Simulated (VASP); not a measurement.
Input of a VASP 6.6.1 run:

The input INCAR:

```
PREC     = Accurate       # precision mode
ENCUT    = 520            # plane-wave cutoff, eV
EDIFF    = 1E-6           # SCF threshold, eV
ISMEAR   = 0              # smearing method
SIGMA    = 0.15           # smearing width, eV
LREAL    = False          # projectors in reciprocal space
LASPH    = True           # aspherical terms in the spheres
NELM     = 80             # most SCF steps
ALGO     = Normal         # electronic algorithm
ISIF     = 2              # what is computed and relaxed
LWAVE    = False          # write WAVECAR
LCHARG   = False          # write CHGCAR
GGA      = PE             # functional
NBANDS   = 12             # bands
```

File KPOINTS:

```
Automatic mesh
0
Gamma
  20 20 20
```

POSCAR

```
Ag
1.0
    0.0000000000      2.2065480000      2.2065480000
    2.2065480000      0.0000000000      2.2065480000
    2.2065480000      2.2065480000      0.0000000000
Ag
1
Direct
    0.0000000000      0.0000000000      0.0000000000
```

Potentials or basis: VASP PAW PBE potentials, release 64 (Ag).

Launch:

```bash
$ cat potpaw_PBE.64/Ag/POTCAR > POTCAR
$ mpirun -np 1 vasp_std > vasp.out
```

**Question.** Predict the pressure.

**Answer.** -9.9 GPa.

Caveat: the cell differs from its parent crystal (strain +0.080 along x and y, +0.080 along z).
